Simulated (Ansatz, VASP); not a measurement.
TiN in VASP and in Ansatz

The input INCAR:

```
SYSTEM = TiN
ALGO = Normal
EDIFF = 1E-7
EDIFFG = -0.002
ENCUT = 600
GGA_COMPAT = .False.
IBRION = 2
ISIF = 3
ISMEAR = 0
LASPH = .True.
LCHARG = .False.
LREAL = .False.
LWAVE = .False.
NELM = 120
NELMIN = 4
NSW = 100
PREC = Accurate
SIGMA = 0.1
```

File KPOINTS:

```
k-points
0
Gamma
  14 14 14
  0 0 0
```

File POSCAR:

```
TiN
1.0
    0.0000000000      2.0862956343      2.0862956343
    2.0862956343      0.0000000000      2.0862956343
    2.0862956343      2.0862956343      0.0000000000
Ti N
1 1
Direct
    0.0000000000      0.0000000000      0.0000000000
    0.5000000000      0.5000000000      0.5000000000
```

Input for Ansatz:

```yaml
crystal:
  lattice:
    - [0.0, 2.0862956349, 2.0862956349]
    - [2.0862956349, 0.0, 2.0862956349]
    - [2.0862956349, 2.0862956349, 0.0]
  atoms:
    - { symbol: Ti, position: [0.0, 0.0, 0.0] }
    - { symbol: "N", position: [0.5, 0.5, 0.5] }
basis:
  ecutwfc: 420
kpoints:
  mp_grid: { grid: [14, 14, 14] }
hamiltonian:
  xc: lda
  pseudopotentials: { kind: paw, azcp: { folder: soft_1 } }
scf:
  occupations: { method: gaussian, width: 0.1 }
output:
  forces: true
  stress: true
  eigenvalues: true
relax:
  adjacent_minimum: "off"
  f_tol: 0.002
  max_steps: 80
  cell: { stress_tol: 0.02 }
```

Alike in both runs: task relaxation of cell and atoms; functional LDA; k mesh 14 × 14 × 14; occupations gaussian, width 0.1 eV; no spin polarisation.

```csv
,VASP,Ansatz
version,VASP 6.6.1,Ansatz 0.2.0
potentials or method,"VASP PAW LDA potentials, release 64 (Ti_sv, N), cutoff 600 eV","scalar-relativistic, plane waves, PAW"
valence electrons in the cell,17,17
```

Ansatz gave:

* gap on the k mesh at the Fermi level, each at its own relaxed structure (eV): none
* relaxed volume (Å³/atom): 9.08
* relaxed cell length with the largest relative difference (Å): 2.950

Q: What did VASP give for the same quantities?

A: gap on the k mesh at the Fermi level, each at its own relaxed structure (eV): none; relaxed volume (Å³/atom): 9.10; relaxed cell length with the largest relative difference (Å): 2.953.

Ansatz warns that its potentials were made for another functional, while VASP's fit it. LDA's correlation is that of Perdew and Zunger in VASP and of Perdew and Wang (1992) in Ansatz. A gap of «none» marks a metal or a gap that the smearing closes.
